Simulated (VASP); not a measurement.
# W (Pmm2) in VASP: single point with PBEsol

Aim: the single point of W with PBEsol.

Program: VASP 6.6.1. These are calculated values, not measurements. Logs are shortened: lines on timing, memory, paths and dates and some standing lists are left out, and cuts for length are marked.

## Step 1: The cell of the first run

Symmetry: Pmm2, No. 25, orthorhombic system. The conventional cell has a = 5.032 Å, b = 5.032 Å, c = 5.032 Å, α = 90.00°, β = 90.00°, γ = 90.00°. W (site symmetry mm2) has 12 W at 2.64 to 2.99 Å within 3.5 Å. Within 3.7 Å of W (site symmetry mm2) lie 12 W at 2.81 Å. W (site symmetry mm2) has 14 W at 2.52 to 3.08 Å within 3.3 Å. Within 3.3 Å of W (site symmetry mm2) lie 14 W at 2.52 to 3.08 Å. W (site symmetry m) has 14 W at 2.52 to 3.08 Å within 3.3 Å. W (site symmetry m) has 14 W at 2.52 to 3.08 Å within 3.3 Å.

## Step 2: Single point, PBEsol (atom 1 (W) moved -0.200 Å along Cartesian [0 0 1])

The input, INCAR:

```
SYSTEM = W
ALGO = Fast
EDIFF = 1E-6
ENCUT = 520
GGA = PS
ISIF = 2
ISMEAR = 0
LASPH = .True.
LCHARG = .False.
LREAL = .False.
LWAVE = .False.
NBANDS = 66
NELM = 80
PREC = Accurate
SIGMA = 0.15
```

The input, KPOINTS:

```
k-points
0
Gamma
  8 8 8
  0 0 0
```

The input, POSCAR:

```
W
1.0
    5.0320434147      0.0000000000      0.0000000000
    0.0000000000      5.0320434147      0.0000000000
    0.0000000000      0.0000000000      5.0320434147
W
8
Direct
    0.0000000000      0.0000000000     -0.0397452851
    0.5000000000      0.5000000000      0.5000000000
    0.0000000000      0.5000000000      0.2500000000
    0.0000000000      0.5000000000      0.7500000000
    0.2500000000      0.0000000000      0.5000000000
    0.7500000000      0.0000000000      0.5000000000
    0.5000000000      0.7500000000      0.0000000000
    0.5000000000      0.2500000000      0.0000000000
```

Potentials or basis: VASP PAW PBE potentials, release 64 (W_sv).

Command:

```console
$ cat potpaw_PBE.64/W_sv/POTCAR > POTCAR
$ mpirun -np 1 vasp_std > vasp.out
```

OUTCAR:

```text
SYSTEM = W
   EDIFF = 1E-6
   ENCUT = 520
   GGA = PS
   ISIF = 2
   ISMEAR = 0
   LASPH = .True.
   LREAL = .False.
   NELM = 80
   PREC = Accurate

 ion  position               nearest neighbor table
   1  0.000  0.000  0.960-   5 2.64   6 2.64   4 2.73   4 2.73   8 2.82   7 2.82   7 2.82   8 2.82
                             3 2.91   3 2.91   5 2.99   6 2.99
   2  0.500  0.500  0.500-   3 2.81   4 2.81   5 2.81   6 2.81   7 2.81   8 2.81   7 2.81   8 2.81
                             5 2.81   6 2.81   3 2.81   4 2.81
   3  0.000  0.500  0.250-   4 2.52   4 2.52   2 2.81   2 2.81   1 2.91   1 2.91   8 3.08   5 3.08
                             6 3.08   5 3.08   6 3.08   7 3.08   7 3.08   8 3.08
   4  0.000  0.500  0.750-   3 2.52   3 2.52   1 2.73   1 2.73   2 2.81   2 2.81   8 3.08   5 3.08
                             6 3.08   5 3.08   6 3.08   7 3.08   7 3.08   8 3.08
   5  0.250  0.000  0.500-   6 2.52   6 2.52   1 2.64   2 2.81   2 2.81   1 2.99   8 3.08   4 3.08
                             7 3.08   8 3.08   3 3.08   3 3.08   4 3.08   7 3.08
   6  0.750  0.000  0.500-   5 2.52   5 2.52   1 2.64   2 2.81   2 2.81   1 2.99   8 3.08   4 3.08
                             7 3.08   8 3.08   3 3.08   3 3.08   4 3.08   7 3.08
   7  0.500  0.750  0.000-   8 2.52   8 2.52   2 2.81   2 2.81   1 2.82   1 2.82   3 3.08   4 3.08
                             5 3.08   6 3.08   5 3.08   6 3.08   3 3.08   4 3.08
   8  0.500  0.250  0.000-   7 2.52   7 2.52   2 2.81   2 2.81   1 2.82   1 2.82   3 3.08   4 3.08
                             5 3.08   6 3.08   5 3.08   6 3.08   3 3.08   4 3.08

  LATTYP: Found a simple cubic cell.
 ALAT       =     5.0320434147

  Lattice vectors:

 A1 = (   5.0320434147,   0.0000000000,   0.0000000000)
 A2 = (   0.0000000000,   5.0320434147,   0.0000000000)
 A3 = (   0.0000000000,   0.0000000000,   5.0320434147)

Analysis of symmetry for initial positions (statically):
=====================================================================
 Subroutine PRICEL returns:
 Original cell was already a primitive cell.

 Routine SETGRP: Setting up the symmetry group for a
 simple cubic supercell.

 Subroutine GETGRP returns: Found  4 space group operations
 (whereof  4 operations were pure point group operations)
 out of a pool of 48 trial point group operations.

The static configuration has the point symmetry C_2v.

Analysis of symmetry for dynamics (positions and initial velocities):
=====================================================================
 Subroutine PRICEL returns:
 Original cell was already a primitive cell.

 Routine SETGRP: Setting up the symmetry group for a
 simple cubic supercell.

 Subroutine GETGRP returns: Found  4 space group operations
[... 126 lines left out ...]
   NELECT =     112.0000    total number of electrons
   NUPDOWN=      -1.0000    fix difference up-down
   EMIN   =  10.00;   EMAX   =-10.00  energy-range for DOS
   EFERMI =   0.00;   METHOD = LEGACY
   ISMEAR =     0;   SIGMA  =   0.15  broadening in eV -4-tet -1-fermi 0-gaus
   EFERMI_NEDOS =   21; number of points for ismear=-14 and -15
   IALGO  =     68    algorithm
   IMIX   =      4    mixing-type and parameters
     AMIX     =   0.40;   BMIX     =  1.00
     AMIX_MAG =   1.60;   BMIX_MAG =  1.00
  volume/ion in A,a.u.               =      15.93       107.48
  Fermi-wavevector in a.u.,A,eV,Ry     =   1.568206  2.963480 33.460403  2.459270
  Thomas-Fermi vector in A             =   2.670272
   LORBIT       =      0    0 simple, 1 ext, 2 COOP (PROOUT), +10 PAW based schemes
   GGA     = PS    functional components
   LHFCALC =     F    Hartree Fock is set to
   AEXX    =    0.0000 exact exchange contribution
   IVDW    =     0    specifies the selected vdW correction
   LEPSILON=     F    determine dielectric tensor
   LRPA    =     F    only Hartree local field effects (RPA)
 non-spin polarized calculation
 RMM-DIIS sequential band-by-band and
 Gauss-broadening in eV      SIGMA  =   0.15
  energy-cutoff  :      520.00
  volume of cell :      127.42
 maximum number of plane-waves:      3468
 NGX is ok and might be reduce to    40
   NGX = 19   NGY = 19   NGZ = 19

 number of electron     111.9999961 magnetization

 Free energy of the ion-electron system (eV)
  ---------------------------------------------------
  ext. energy  EPLUGINS =         0.00000000
  ---------------------------------------------------
  free energy    TOTEN  =      -109.31085252 eV

  energy without entropy =     -109.28484646  energy(sigma->0) =     -109.29784949

 E-fermi :  10.9701     XC(G=0): -13.7141

 val. band max:       10.9668540892   @ k =   0.0000   0.1250   0.1250
 cond. band min:      10.9951472167   @ k =   0.5000   0.0000   0.5000
 fundamental gap:      0.0282931275
 Fermi energy:        10.9700937224

 k-point     1 :       0.0000    0.0000    0.0000
  band No.  band energies     occupation
      1     -63.0014      2.00000
      2     -62.9580      2.00000
      3     -62.9353      2.00000
      4     -62.8062      2.00000
      5     -62.7949      2.00000
      6     -62.7765      2.00000
[... 1645 lines left out ...]
     65      13.4470      0.00000
     66      14.0461      0.00000

 [... further k-points ...]

------------------------ aborting loop because EDIFF is reached ----------------------------------------

  FORCE on cell =-STRESS in cart. coord.  units (eV):
  Direction    XX          YY          ZZ          XY          YZ          ZX
  --------------------------------------------------------------------------------------
  -------------------------------------------------------------------------------------
  Total        1.6396801      1.1962741      2.1417907      0.0000000      0.0000000      0.0000000
  in kB       20.6175268     15.0420886     26.9311239      0.0000000      0.0000000      0.0000000
  external PRESSURE =      20.8635797 kB  Pullay stress =       0.0000000 kB

 VOLUME and BASIS-vectors are now :
 -----------------------------------------------------------------------------
  energy-cutoff  :      520.00
  volume of cell :      127.42
      direct lattice vectors                 reciprocal lattice vectors
     5.032043415  0.000000000  0.000000000     0.198726425  0.000000000  0.000000000
     0.000000000  5.032043415  0.000000000     0.000000000  0.198726425  0.000000000
     0.000000000  0.000000000  5.032043415     0.000000000  0.000000000  0.198726425

 POSITION                                       TOTAL-FORCE (eV/Angst)
 -----------------------------------------------------------------------------------
      0.00000      0.00000      4.83204         0.000000      0.000000      3.808095
      2.51602      2.51602      2.51602         0.000000      0.000000     -0.252290
      0.00000      2.51602      1.25801         0.000000      0.000000     -0.287036
      0.00000      2.51602      3.77403         0.000000      0.000000     -0.347048
      1.25801      0.00000      2.51602         0.123674      0.000000     -1.301353
      3.77403      0.00000      2.51602        -0.123674      0.000000     -1.301353
      2.51602      3.77403      0.00000         0.000000     -0.068456     -0.159508
      2.51602      1.25801      0.00000         0.000000      0.068456     -0.159508
 -----------------------------------------------------------------------------------
    total drift:                               -0.000000     -0.000000     -0.000245

  FREE ENERGIE OF THE ION-ELECTRON SYSTEM (eV)
  ---------------------------------------------------
  free  energy   TOTEN  =      -109.3108525169 eV

  energy  without entropy=     -109.2848464591  energy(sigma->0) =     -109.29784949
```

OSZICAR:

```text
N       E                     dE             d eps       ncg     rms          rms(c)
DAV:   1     0.160701311172E+04    0.16070E+04   -0.63210E+04 16500   0.201E+03
DAV:   2     0.666174853684E+01   -0.16004E+04   -0.15626E+04 16548   0.663E+02
DAV:   3    -0.109194618240E+03   -0.11586E+03   -0.10814E+03 18832   0.158E+02
DAV:   4    -0.114620167263E+03   -0.54255E+01   -0.51829E+01 19656   0.290E+01
DAV:   5    -0.114782979127E+03   -0.16281E+00   -0.16176E+00 19672   0.482E+00    0.622E+01
RMM:   6    -0.110471885483E+03    0.43111E+01   -0.57889E+00 17198   0.114E+01    0.260E+01
RMM:   7    -0.109288784764E+03    0.11831E+01   -0.48752E+00 18017   0.985E+00    0.192E+00
RMM:   8    -0.109320153262E+03   -0.31368E-01   -0.71423E-01 22223   0.275E+00    0.133E+00
RMM:   9    -0.109309631331E+03    0.10522E-01   -0.10070E-01 21917   0.131E+00    0.387E-01
RMM:  10    -0.109310580259E+03   -0.94893E-03   -0.30180E-02 23771   0.613E-01    0.167E-01
RMM:  11    -0.109310847724E+03   -0.26746E-03   -0.44517E-03 23554   0.261E-01    0.576E-02
RMM:  12    -0.109310851447E+03   -0.37230E-05   -0.70267E-04 23500   0.123E-01    0.313E-02
RMM:  13    -0.109310852050E+03   -0.60271E-06   -0.15657E-04 23900   0.558E-02    0.129E-02
RMM:  14    -0.109310853029E+03   -0.97915E-06   -0.29829E-05 22325   0.255E-02    0.422E-03
RMM:  15    -0.109310852517E+03    0.51184E-06   -0.75959E-06 17125   0.127E-02
   1 F= -.10931085E+03 E0= -.10929785E+03  d E =-.260061E-01
```

Run time: 22 min. Hardware: 1 thread of Oxide Virtual Turin-like, shared host; peak memory 0.7 GiB.

What came out:

```
Free energy            : -109.3109 eV
Pressure               : 2.1 GPa
Largest force          : 3.808 eV/Å
Band gap on the k mesh : zero (bands 56 and 57 overlap by 0.86 eV)
```

Forces on the atoms (eV/Å):
```
W    0.000  0.000  3.808
W    0.000  0.000 -0.252
W    0.000  0.000 -0.287
W    0.000  0.000 -0.347
W    0.124  0.000 -1.301
W   -0.124  0.000 -1.301
W    0.000 -0.068 -0.160
W    0.000  0.068 -0.160
```

Stress tensor (GPa, compression positive):
```
2.06 0.00 0.00
0.00 1.50 0.00
0.00 0.00 2.69
```

Caveat: the cell differs from its parent crystal (atom 1 (W) moved -0.200 Å along Cartesian [0 0 1]); the PAW data sets were made with another functional, which shifts forces and pressure a little; spin-orbit coupling is left out, which moves the levels of the heavy elements.
